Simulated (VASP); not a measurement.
# Rb (P6_3/mmc) in VASP: notebook

The runs below take Rb through single point, with LDA.

Everything below comes from runs of VASP 6.6.1. Logs are shortened: lines on timing, memory, paths and dates and some standing lists are left out, and cuts for length are marked.

## Step 1: The cell of the first run

Symmetry: P6_3/mmc, No. 194, hexagonal system. Conventional cell: a = 4.037 Å, b = 4.037 Å, c = 6.636 Å, α = 90.00°, β = 90.00°, γ = 120.00°. Rb (site symmetry -6m2) has 12 Rb at 4.04 to 4.06 Å within 5.3 Å.

## Step 2: Single point, LDA

INCAR

```
SYSTEM = Rb
PREC = Accurate ; ENCUT = 520
EDIFF = 1E-7 ; ISMEAR = -1
SIGMA = 0.1 ; LREAL = .False.
LASPH = .True. ; NELM = 60
ALGO = Normal ; ISIF = 2
LWAVE = .False. ; LCHARG = .True.
GGA = CA ; LELF = .True.
LVHAR = .True. ; NBANDS = 16
```

KPOINTS

```
Automatic mesh
0
Gamma
  9 9 5
  0 0 0
```

POSCAR

```
Rb
1.0
    4.0373689860      0.0000000000      0.0000000000
   -2.0186844930      3.4964641063      0.0000000000
    0.0000000000      0.0000000000      6.6363721982
Rb
2
Direct
    0.3333333333      0.6666666667      0.2500000000
    0.6666666667      0.3333333333      0.7500000000
```

Potentials or basis: VASP PAW LDA potentials, release 64 (Rb_sv).

The run is started by

```
> cat potpaw_LDA.64/Rb_sv/POTCAR > POTCAR
> mpirun -np 1 vasp_std > vasp.out
```

OUTCAR:

```text
SYSTEM = Rb
   PREC = Accurate
   ENCUT = 520
   EDIFF = 1E-7
   ISMEAR = -1
   LREAL = .False.
   LASPH = .True.
   NELM = 60
   ISIF = 2
   GGA = CA

 ion  position               nearest neighbor table
   1  0.333  0.667  0.250-   2 4.06   2 4.06   2 4.06   2 4.06   2 4.06   2 4.06   2 5.72   2 5.72
                             2 5.72   2 5.72   2 5.72   2 5.72
   2  0.667  0.333  0.750-   1 4.06   1 4.06   1 4.06   1 4.06   1 4.06   1 4.06   1 5.72   1 5.72
                             1 5.72   1 5.72   1 5.72   1 5.72

  LATTYP: Found a hexagonal cell.
 ALAT       =     4.0373689860
 C/A-ratio  =     1.6437368547

  Lattice vectors:

 A1 = (   4.0373689860,   0.0000000000,   0.0000000000)
 A2 = (  -2.0186844930,   3.4964641063,   0.0000000000)
 A3 = (   0.0000000000,   0.0000000000,   6.6363721982)

Analysis of symmetry for initial positions (statically):
=====================================================================
 Subroutine PRICEL returns:
 Original cell was already a primitive cell.

 Routine SETGRP: Setting up the symmetry group for a
 hexagonal supercell.

 Subroutine GETGRP returns: Found 24 space group operations
 (whereof 12 operations were pure point group operations)
 out of a pool of 24 trial point group operations.

The static configuration has the point symmetry D_3d.
 The point group associated with its full space group is D_6h.

Analysis of symmetry for dynamics (positions and initial velocities):
=====================================================================
 Subroutine PRICEL returns:
 Original cell was already a primitive cell.

 Routine SETGRP: Setting up the symmetry group for a
 hexagonal supercell.

 Subroutine GETGRP returns: Found 24 space group operations
 (whereof 12 operations were pure point group operations)
 out of a pool of 24 trial point group operations.

The dynamic configuration has the point symmetry D_3d.
 The point group associated with its full space group is D_6h.

 Subroutine INISYM returns: Found 24 space group operations
 (whereof 12 operations are pure point group operations),
 and found     1 'primitive' translations

----------------------------------------------------------------------------------------

                                     Primitive cell

  volume of cell :      93.6825

  direct lattice vectors                    reciprocal lattice vectors
     4.037368986  0.000000000  0.000000000     0.247686056  0.143001611  0.000000000
    -2.018684493  3.496464106  0.000000000     0.000000000  0.286003222  0.000000000
     0.000000000  0.000000000  6.636372198     0.000000000  0.000000000  0.150684737

  length of vectors
     4.037368986  4.037368986  6.636372198     0.286003222  0.286003222  0.150684737

  position of ions in fractional coordinates (direct lattice)
     0.333333333  0.666666667  0.250000000
     0.666666667  0.333333333  0.750000000

  ion indices of the primitive-cell ions
   primitive index   ion index
                 1           1
                 2           2

----------------------------------------------------------------------------------------

 KPOINTS: Automatic mesh

Automatic generation of k-mesh.
 Grid dimensions read from file:
 generate k-points for:    9    9    5

 Generating k-lattice:

  Cartesian coordinates                     Fractional coordinates (reciprocal lattice)
     0.027520673  0.015889068  0.000000000     0.111111111  0.000000000  0.000000000
     0.000000000  0.031778136  0.000000000     0.000000000  0.111111111  0.000000000
     0.000000000  0.000000000  0.030136947     0.000000000  0.000000000  0.200000000

  Length of vectors
     0.031778136  0.031778136  0.030136947

  Shift w.r.t. Gamma in fractional coordinates (k-lattice)
     0.000000000  0.000000000  0.000000000

 Subroutine IBZKPT returns following result:
 ===========================================

 Found     36 irreducible k-points:

 Following reciprocal coordinates:
            Coordinates               Weight
  0.000000  0.000000  0.000000      1.000000
  0.111111 -0.000000  0.000000      6.000000
  0.222222  0.000000  0.000000      6.000000
  0.333333  0.000000  0.000000      6.000000
  0.444444  0.000000  0.000000      6.000000
  0.111111  0.111111  0.000000      6.000000
[... 16 lines left out ...]
  0.333333  0.222222  0.200000     24.000000
  0.333333  0.333333  0.200000      4.000000
 [... further k-points ...]
   k-points           NKPTS =     36   k-points in BZ     NKDIM =     36   number of bands    NBANDS=     16
   number of dos      NEDOS =    301   number of ions     NIONS =      2
   total plane-waves  NPLWV =  45000
   dimension x,y,z NGX =    30 NGY =   30 NGZ =   50
   dimension x,y,z NGXF=    60 NGYF=   60 NGZF=  100
   ions per type =               2
   NGX,Y,Z   is equivalent  to a cutoff of  12.35, 12.35, 12.53 a.u.
   NGXF,Y,Z  is equivalent  to a cutoff of  24.71, 24.71, 25.05 a.u.
 SYSTEM =  Rb
   PREC   = accura    normal or accurate (medium, high low for compatibility)
   ISTART =      0    job   : 0-new  1-cont  2-samecut
   ICHARG =      2    charge: 1-file 2-atom 10-const
   ISPIN  =      1    spin polarized calculation?
   LNONCOLLINEAR =      F non collinear calculations
   LSORBIT =      F    spin-orbit coupling
   LASPH  =      T    aspherical Exc in radial PAW
   ENCUT  =  520.0 eV  38.22 Ry    6.18 a.u.   7.51  7.51 12.34*2*pi/ulx,y,z
   NELM   =     60;   NELMIN=  2; NELMDL= -5     # of ELM steps
   EDIFF  = 0.1E-06   stopping-criterion for ELM
   LREAL  =      F    real-space projection
   EDIFFG = 0.1E-05   stopping-criterion for IOM
   NSW    =      0    number of steps for IOM
   IBRION =     -1    ionic relax: 0-MD 1-quasi-New 2-CG
   NFREE  =      0    steps in history (QN), initial steepest desc. (CG)
   ISIF   =      2    stress and relaxation
   ISYM   =      2    0-nonsym 1-usesym 2-fastsym
   POTIM  = 0.5000    time-step for ionic-motion
   TEBEG  =    0.0;   TEEND  =   0.0 temperature during run
   PSTRESS=    0.0 pullay stress
   NELECT =      18.0000    total number of electrons
   NUPDOWN=      -1.0000    fix difference up-down
   EMIN   =  10.00;   EMAX   =-10.00  energy-range for DOS
   EFERMI =   0.00;   METHOD = LEGACY
   ISMEAR =    -1;   SIGMA  =   0.10  broadening in eV -4-tet -1-fermi 0-gaus
   EFERMI_NEDOS =   21; number of points for ismear=-14 and -15
   IALGO  =     38    algorithm
   IMIX   =      4    mixing-type and parameters
     AMIX     =   0.40;   BMIX     =  1.00
     AMIX_MAG =   1.60;   BMIX_MAG =  1.00
  volume/ion in A,a.u.               =      46.84       316.10
  Fermi-wavevector in a.u.,A,eV,Ry     =   0.944669  1.785165 12.141828  0.892399
  Thomas-Fermi vector in A             =   2.072496
   LORBIT       =      0    0 simple, 1 ext, 2 COOP (PROOUT), +10 PAW based schemes
   GGA     = CA    functional components
   LHFCALC =     F    Hartree Fock is set to
   AEXX    =    0.0000 exact exchange contribution
   IVDW    =     0    specifies the selected vdW correction
   LEPSILON=     F    determine dielectric tensor
   LRPA    =     F    only Hartree local field effects (RPA)
 non-spin polarized calculation
  energy-cutoff  :      520.00
  volume of cell :       93.68
 maximum number of plane-waves:      2555
 NGX is ok and might be reduce to    30

 number of electron      18.0000000 magnetization

 Free energy of the ion-electron system (eV)
  ---------------------------------------------------
  ext. energy  EPLUGINS =         0.00000000
  ---------------------------------------------------
  free energy    TOTEN  =        -1.57641831 eV

  energy without entropy =       -1.51942737  energy(sigma->0) =       -1.54792284

 E-fermi :   1.8405     XC(G=0):  -7.6689

 val. band max:        1.7494106051   @ k =   0.3333   0.0000   0.4000
 cond. band min:       1.8594026576   @ k =   0.1111  -0.0000   0.0000
 fundamental gap:      0.1099920525
 Fermi energy:         1.8405430458

 k-point     1 :       0.0000    0.0000    0.0000
  band No.  band energies     occupation
      1     -26.9226      2.00000
      2     -26.8486      2.00000
      3     -11.5212      2.00000
      4     -10.8407      2.00000
      5     -10.8407      2.00000
      6     -10.7547      2.00000
[... 8 lines left out ...]
     15       6.3065      0.00000
     16       6.3065      0.00000

 k-point     2 :       0.1111   -0.0000    0.0000
  band No.  band energies     occupation
      1     -26.9147      2.00000
      2     -26.8446      2.00000
      3     -11.4903      2.00000
      4     -10.9154      2.00000
      5     -10.8630      2.00000
      6     -10.8289      2.00000
[... 8 lines left out ...]
     15       6.0952      0.00000
     16       6.5015      0.00000

 k-point     3 :       0.2222    0.0000    0.0000
  band No.  band energies     occupation
      1     -26.8939      2.00000
      2     -26.8350      2.00000
      3     -11.4051      2.00000
      4     -11.1037      2.00000
      5     -11.0117      2.00000
      6     -10.9159      2.00000
[... 8 lines left out ...]
     15       6.1915      0.00000
     16       6.5535      0.00000

 k-point     4 :       0.3333    0.0000    0.0000
  band No.  band energies     occupation
      1     -26.8683      2.00000
      2     -26.8258      2.00000
      3     -11.3132      2.00000
      4     -11.2888      2.00000
      5     -11.2001      2.00000
      6     -10.9724      2.00000
[... 8 lines left out ...]
     15       5.7553      0.00000
     16       7.4355      0.00000
[... 324 lines left out ...]
 k-point    22 :       0.2222    0.2222    0.2000
  band No.  band energies     occupation
      1     -26.8528      2.00000
      2     -26.8260      2.00000
      3     -11.3407      2.00000
      4     -11.3159      2.00000
      5     -11.1100      2.00000
      6     -11.0604      2.00000
[... 8 lines left out ...]
     15       5.0374      0.00000
     16       7.2818      0.00000

 k-point    23 :       0.3333    0.2222    0.2000
  band No.  band energies     occupation
      1     -26.8374      2.00000
      2     -26.8239      2.00000
      3     -11.3886      2.00000
      4     -11.3177      2.00000
      5     -11.1693      2.00000
      6     -11.0546      2.00000
[... 8 lines left out ...]
     15       5.4611      0.00000
     16       7.6050      0.00000

 k-point    24 :       0.3333    0.3333    0.2000
  band No.  band energies     occupation
      1     -26.8276      2.00000
      2     -26.8276      2.00000
      3     -11.3086      2.00000
      4     -11.2836      2.00000
      5     -11.2836      2.00000
      6     -11.1172      2.00000
[... 8 lines left out ...]
     15       5.6337      0.00000
     16       7.8936      0.00000

 [... further k-points ...]

------------------------ aborting loop because EDIFF is reached ----------------------------------------

  FORCE on cell =-STRESS in cart. coord.  units (eV):
  Direction    XX          YY          ZZ          XY          YZ          ZX
  --------------------------------------------------------------------------------------
  -------------------------------------------------------------------------------------
  Total        2.5278425      2.5278425      2.4907019      0.0000000      0.0000000      0.0000000
  in kB       43.2317031     43.2317031     42.5965159      0.0000000      0.0000000      0.0000000
  external PRESSURE =      43.0199740 kB  Pullay stress =       0.0000000 kB

 VOLUME and BASIS-vectors are now :
 -----------------------------------------------------------------------------
  energy-cutoff  :      520.00
  volume of cell :       93.68
      direct lattice vectors                 reciprocal lattice vectors
     4.037368986  0.000000000  0.000000000     0.247686056  0.143001611  0.000000000
    -2.018684493  3.496464106  0.000000000     0.000000000  0.286003222  0.000000000
     0.000000000  0.000000000  6.636372198     0.000000000  0.000000000  0.150684737

 POSITION                                       TOTAL-FORCE (eV/Angst)
 -----------------------------------------------------------------------------------
     -0.00000      2.33098      1.65909         0.000000     -0.000000      0.000000
      2.01868      1.16549      4.97728        -0.000000      0.000000      0.000000
 -----------------------------------------------------------------------------------
    total drift:                               -0.000000      0.000000     -0.000000

  FREE ENERGIE OF THE ION-ELECTRON SYSTEM (eV)
  ---------------------------------------------------
  free  energy   TOTEN  =        -1.5764183142 eV

  energy  without entropy=       -1.5194273685  energy(sigma->0) =       -1.54792284
```

Wall time 18 s (1 thread of Intel Xeon 6975P-C (Granite Rapids), shared host); peak memory 0.18 GiB.

What came out:

- Free energy: -1.5764 eV
- Pressure: 4.3 GPa
- Band gap on the k mesh: zero (band 9 reaches 2.91 eV, above the bottom of band 10 at 0.58 eV)

## Step 3: Single point, LDA

INCAR

```
PREC = Accurate
ENCUT = 520
EDIFF = 1E-7
ISMEAR = -1
SIGMA = 0.1
LREAL = False
LASPH = True
NELM = 60
ALGO = Normal
ISIF = 2
LWAVE = False
LCHARG = False
GGA = CA
NBANDS = 16
```

KPOINTS

```
regular mesh
0
Gamma
  9 9 5
```

POSCAR is that of step 2.

Potentials or basis: VASP PAW LDA potentials, release 64 (Rb_sv).

The run is started by

```
> cat potpaw_LDA.64/Rb_sv/POTCAR > POTCAR
> mpirun -np 1 vasp_std > vasp.out
```

Wall time 17 s (1 thread of Intel Xeon 6975P-C (Granite Rapids), shared host); peak memory 0.18 GiB.

The run converged. Its results:

```yaml
Free_energy: -1.5764 eV
Pressure: 4.3 GPa
Band_gap_on_the_k_mesh: zero (band 9 reaches 2.91 eV, above the bottom of band 10 at 0.58 eV)
```

Levels at points of the mesh, in eV from the Fermi level:
```csv
k point,band 5,band 6,band 7,band 8,band 9,band 10,band 11,band 12,band 13,band 14
"(0.00, 0.00, 0.00)",-12.68,-12.60,-12.59,-12.59,-2.90,-0.24,1.66,3.81,3.81,3.82
```

## Step 4: Single point, LDA

This run uses another cell than the first one, of 54.65 Å³/atom, 1.167 times its volume.

INCAR

```
ALGO = Normal ; EDIFF = 1E-6
ENCUT = 520 ; ISIF = 2
ISMEAR = -1 ; LASPH = T
LCHARG = F ; LREAL = F
LWAVE = F ; NBANDS = 16
NELM = 80 ; PREC = Accurate
SIGMA = 0.1
```

KPOINTS

```
k-points
0
Gamma
  9 9 5
```

POSCAR

```
Rb
1.0
    4.2502457240      0.0000000000      0.0000000000
   -2.1251228620      3.6808207693      0.0000000000
    0.0000000000      0.0000000000      6.9862855379
Rb
2
Direct
    0.3333333333      0.6666666667      0.2500000000
    0.6666666667      0.3333333333      0.7500000000
```

Potentials or basis: VASP PAW LDA potentials, release 64 (Rb_sv).

The run is started by

```
> cat potpaw_LDA.64/Rb_sv/POTCAR > POTCAR
> mpirun -np 1 vasp_std > vasp.out
```

OUTCAR:

```text
EDIFF = 1E-6
   ENCUT = 520
   ISIF = 2
   ISMEAR = -1
   LASPH = T
   LREAL = F
   NELM = 80
   PREC = Accurate

 ion  position               nearest neighbor table
   1  0.333  0.667  0.250-   2 4.27   2 4.27   2 4.27   2 4.27   2 4.27   2 4.27
   2  0.667  0.333  0.750-   1 4.27   1 4.27   1 4.27   1 4.27   1 4.27   1 4.27

  LATTYP: Found a hexagonal cell.
 ALAT       =     4.2502457240
 C/A-ratio  =     1.6437368547

  Lattice vectors:

[... 643 lines left out ...]
 [... further k-points ...]

------------------------ aborting loop because EDIFF is reached ----------------------------------------

  FORCE on cell =-STRESS in cart. coord.  units (eV):
  Direction    XX          YY          ZZ          XY          YZ          ZX
  --------------------------------------------------------------------------------------
  -------------------------------------------------------------------------------------
  Total        1.5990799      1.5990799      1.5910467      0.0000000     -0.0000000      0.0000000
  in kB       23.4409771     23.4409771     23.3232184      0.0000000     -0.0000000      0.0000000
  external PRESSURE =      23.4017242 kB  Pullay stress =       0.0000000 kB

 VOLUME and BASIS-vectors are now :
 -----------------------------------------------------------------------------
  energy-cutoff  :      520.00
  volume of cell :      109.30
      direct lattice vectors                 reciprocal lattice vectors
     4.250245724  0.000000000  0.000000000     0.235280514  0.135839268  0.000000000
    -2.125122862  3.680820769  0.000000000     0.000000000  0.271678537  0.000000000
     0.000000000  0.000000000  6.986285538     0.000000000  0.000000000  0.143137579

 POSITION                                       TOTAL-FORCE (eV/Angst)
 -----------------------------------------------------------------------------------
     -0.00000      2.45388      1.74657         0.000000     -0.000000      0.000000
      2.12512      1.22694      5.23971         0.000000      0.000000      0.000000
 -----------------------------------------------------------------------------------
    total drift:                                0.000000     -0.000000      0.000000

  FREE ENERGIE OF THE ION-ELECTRON SYSTEM (eV)
  ---------------------------------------------------
  free  energy   TOTEN  =        -1.8924376560 eV

  energy  without entropy=       -1.8390134135  energy(sigma->0) =       -1.86572553
```

It took 16 s on 1 thread of Intel Xeon 6975P-C (Granite Rapids), shared host; peak memory 0.2 GiB.

What came out:

- Free energy: -1.8924 eV
- Pressure: 2.3 GPa
- Band gap on the k mesh: zero (band 9 reaches 2.29 eV, above the bottom of band 10 at -0.03 eV)
